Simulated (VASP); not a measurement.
# Al2Pt (I4/mmm) in VASP: single point with LDA

Aim: the single point of Al2Pt with LDA.

Everything below comes from runs of VASP 6.6.1. Logs are shortened: lines on timing, memory, paths and dates and some standing lists are left out, and cuts for length are marked.

## Step 1: The cell of the first run

It takes space group I4/mmm (No. 139, tetragonal). Conventional cell: a = 4.179 Å, b = 4.179 Å, c = 5.792 Å, α = 90.00°, β = 90.00°, γ = 90.00°. Al (site symmetry -4m2) has 4 Pt at 2.54 Å and 6 Al at 2.90 to 2.96 Å within 3.4 Å. Within 3.4 Å of Pt (site symmetry 4/mmm) lie 8 Al at 2.54 Å.

## Step 2: Single point, LDA (zz strain of -2 %)

Contents of INCAR:

```
SYSTEM = Al2Pt
PREC = Accurate ; ENCUT = 520
EDIFF = 1E-6 ; ISMEAR = -1
SIGMA = 0.08 ; LREAL = .FALSE.
LASPH = .TRUE. ; NELM = 80
ALGO = Normal ; ISIF = 2
LWAVE = .FALSE. ; LCHARG = .FALSE.
NBANDS = 15
```

Contents of KPOINTS:

```
Automatic mesh
0
G
  12 12 12
  0 0 0
```

Contents of POSCAR:

```
Al2Pt
1.0
    0.0000000000      2.9550000000      2.8959000000
    2.9550000000      0.0000000000      2.8959000000
    2.9550000000      2.9550000000      0.0000000000
Al Pt
2 1
Direct
    0.2500000000      0.2500000000      0.2500000000
    0.7500000000      0.7500000000      0.7500000000
    0.0000000000      0.0000000000      0.0000000000
```

Potentials or basis: VASP PAW LDA potentials, release 64 (Al, Pt).

The run is started by

```
$ cat potpaw_LDA.64/Al/POTCAR potpaw_LDA.64/Pt/POTCAR > POTCAR
$ mpirun -np 1 vasp_std > vasp.out
```

OUTCAR:

```text
SYSTEM = Al2Pt
   PREC = Accurate
   ENCUT = 520
   EDIFF = 1E-6
   ISMEAR = -1
   LREAL = .FALSE.
   LASPH = .TRUE.
   NELM = 80
   ISIF = 2

 ion  position               nearest neighbor table
   1  0.250  0.250  0.250-   3 2.54   3 2.54   3 2.54   3 2.54   2 2.90   2 2.90   2 2.96   2 2.96
                             2 2.96   2 2.96
   2  0.750  0.750  0.750-   3 2.54   3 2.54   3 2.54   3 2.54   1 2.90   1 2.90   1 2.96   1 2.96
                             1 2.96   1 2.96
   3  0.000  0.000  0.000-   2 2.54   2 2.54   2 2.54   1 2.54   2 2.54   1 2.54   1 2.54   1 2.54

  LATTYP: Found a body centered tetragonal cell.
 ALAT       =     4.1790010768
 C/A-ratio  =     1.3859292911

  Lattice vectors:

 A1 = (   0.0000000000,  -2.9550000000,  -2.8959000000)
 A2 = (   0.0000000000,   2.9550000000,  -2.8959000000)
 A3 = (   2.9550000000,   0.0000000000,   2.8959000000)

Analysis of symmetry for initial positions (statically):
=====================================================================
 Subroutine PRICEL returns:
 Original cell was already a primitive cell.

 Routine SETGRP: Setting up the symmetry group for a
 body centered tetragonal supercell.

 Subroutine GETGRP returns: Found 16 space group operations
 (whereof 16 operations were pure point group operations)
 out of a pool of 16 trial point group operations.

The static configuration has the point symmetry D_4h.

Analysis of symmetry for dynamics (positions and initial velocities):
=====================================================================
 Subroutine PRICEL returns:
 Original cell was already a primitive cell.

 Routine SETGRP: Setting up the symmetry group for a
 body centered tetragonal supercell.

 Subroutine GETGRP returns: Found 16 space group operations
 (whereof 16 operations were pure point group operations)
 out of a pool of 16 trial point group operations.

The dynamic configuration has the point symmetry D_4h.

 Subroutine INISYM returns: Found 16 space group operations
 (whereof 16 operations are pure point group operations),
 and found     1 'primitive' translations

----------------------------------------------------------------------------------------

                                     Primitive cell

  volume of cell :      50.5741

  direct lattice vectors                    reciprocal lattice vectors
     0.000000000  2.955000000  2.895900000    -0.169204738  0.169204738  0.172657896
     2.955000000  0.000000000  2.895900000     0.169204738 -0.169204738  0.172657896
     2.955000000  2.955000000  0.000000000     0.169204738  0.169204738 -0.172657896

  length of vectors
     4.137422121  4.137422121  4.179001077     0.295078355  0.295078355  0.295078355

[... 97 lines left out ...]
   ISMEAR =    -1;   SIGMA  =   0.08  broadening in eV -4-tet -1-fermi 0-gaus
   EFERMI_NEDOS =   21; number of points for ismear=-14 and -15
   IALGO  =     38    algorithm
   IMIX   =      4    mixing-type and parameters
     AMIX     =   0.40;   BMIX     =  1.00
     AMIX_MAG =   1.60;   BMIX_MAG =  1.00
  volume/ion in A,a.u.               =      16.86       113.76
  Fermi-wavevector in a.u.,A,eV,Ry     =   1.115506  2.108001 16.930465  1.244354
  Thomas-Fermi vector in A             =   2.252111
   LORBIT       =      0    0 simple, 1 ext, 2 COOP (PROOUT), +10 PAW based schemes
   GGA     = CA    functional components
   LHFCALC =     F    Hartree Fock is set to
   AEXX    =    0.0000 exact exchange contribution
   IVDW    =     0    specifies the selected vdW correction
   LEPSILON=     F    determine dielectric tensor
   LRPA    =     F    only Hartree local field effects (RPA)
 non-spin polarized calculation
  energy-cutoff  :      520.00
  volume of cell :       50.57
 maximum number of plane-waves:      1395
   NGX = 15   NGY = 15   NGZ = 15

 number of electron      15.9999999 magnetization

 Free energy of the ion-electron system (eV)
  ---------------------------------------------------
  ext. energy  EPLUGINS =         0.00000000
  ---------------------------------------------------
  free energy    TOTEN  =       -18.60542380 eV

  energy without entropy =      -18.58023843  energy(sigma->0) =      -18.59283112

 E-fermi :   7.9683     XC(G=0): -10.9746

 val. band max:        7.9591104123   @ k =  -0.3333  -0.0000   0.3333
 cond. band min:       7.9979218457   @ k =  -0.4167   0.2500   0.0833
 fundamental gap:      0.0388114334
 Fermi energy:         7.9683173040

 k-point     1 :       0.0000    0.0000    0.0000
  band No.  band energies     occupation
      1      -2.4118      2.00000
      2       2.7441      2.00000
      3       2.7761      2.00000
      4       2.7761      2.00000
      5       4.1098      2.00000
      6       4.1950      2.00000
      7      10.9252      0.00000
      8      11.7431      0.00000
      9      11.7431      0.00000
     10      11.8889      0.00000
     11      13.2583      0.00000
     12      13.5655      0.00000
     13      13.5655      0.00000
     14      14.0971      0.00000
[... 401 lines left out ...]
      2       1.8276      2.00000
      3       3.0020      2.00000
      4       3.2924      2.00000
      5       3.8898      2.00000
      6       4.2494      2.00000
      7       4.6698      2.00000
      8       7.5502      1.98931
      9       8.5377      0.00162
     10      11.3909      0.00000
     11      13.6700      0.00000
     12      13.9262      0.00000
     13      15.0498      0.00000
     14      16.8523      0.00000
     15      17.1785      0.00000

 [... further k-points ...]

------------------------ aborting loop because EDIFF is reached ----------------------------------------

  FORCE on cell =-STRESS in cart. coord.  units (eV):
  Direction    XX          YY          ZZ          XY          YZ          ZX
  --------------------------------------------------------------------------------------
  -------------------------------------------------------------------------------------
  Total       -0.4245292     -0.4245292      0.0500139      0.0000000     -0.0000000      0.0000000
  in kB      -13.4489889    -13.4489889      1.5844283      0.0000000     -0.0000000      0.0000000
  external PRESSURE =      -8.4378499 kB  Pullay stress =       0.0000000 kB

 VOLUME and BASIS-vectors are now :
 -----------------------------------------------------------------------------
  energy-cutoff  :      520.00
  volume of cell :       50.57
      direct lattice vectors                 reciprocal lattice vectors
     0.000000000  2.955000000  2.895900000    -0.169204738  0.169204738  0.172657896
     2.955000000  0.000000000  2.895900000     0.169204738 -0.169204738  0.172657896
     2.955000000  2.955000000  0.000000000     0.169204738  0.169204738 -0.172657896

 POSITION                                       TOTAL-FORCE (eV/Angst)
 -----------------------------------------------------------------------------------
      1.47750      1.47750      1.44795         0.000000      0.000000      0.000000
      4.43250      4.43250      4.34385        -0.000000     -0.000000     -0.000000
      0.00000      0.00000      0.00000         0.000000     -0.000000      0.000000
 -----------------------------------------------------------------------------------
    total drift:                                0.000000     -0.000000      0.000000

  FREE ENERGIE OF THE ION-ELECTRON SYSTEM (eV)
  ---------------------------------------------------
  free  energy   TOTEN  =       -18.6054238038 eV

  energy  without entropy=      -18.5802384267  energy(sigma->0) =      -18.59283112
```

stdout:

```text
POSCAR found type information on POSCAR AlPt
 POSCAR found :  2 types and       3 ions
 scaLAPACK will be used
 LDA part: xc-table for (Slater(with rela. corr.)+CA(PZ))
 , standard interpolation
 POSCAR, INCAR and KPOINTS ok, starting setup
 FFT: planning ... GRIDC
 FFT: planning ... GRID_SOFT
 FFT: planning ... GRID
 WAVECAR not read
 entering main loop
```

Run time: 42 s. Hardware: 1 thread of Intel Xeon Platinum 8559C (Emerald Rapids), shared host; peak memory 0.25 GiB.

What came out:

```
Free energy            : -18.6054 eV
Pressure               : -0.8 GPa
Band gap on the k mesh : zero (band 8 reaches 11.74 eV, above the bottom of band 9 at 6.24 eV)
```

Levels at points of the mesh, in eV from the Fermi level:
```csv
k point,band 4,band 5,band 6,band 7,band 8,band 9,band 10,band 11,band 12,band 13
"(0.00, 0.00, 0.00)",-5.19,-3.86,-3.77,2.96,3.77,3.77,3.92,5.29,5.60,5.60
"(0.50, 0.00, 0.00)",-4.86,-3.83,-3.59,-3.58,0.93,1.07,3.74,5.15,5.18,5.57
"(0.50, 0.50, 0.00)",-3.89,-3.89,-3.45,-3.32,-1.72,-1.72,3.06,3.30,8.09,10.81
"(0.50, 0.00, 0.50)",-3.97,-3.87,-3.55,-3.29,-1.69,-1.53,3.29,3.42,8.08,10.56
```

Caveat: the cell differs from its parent crystal (zz strain of -2 %); spin-orbit coupling is left out, which moves the levels of the heavy elements.
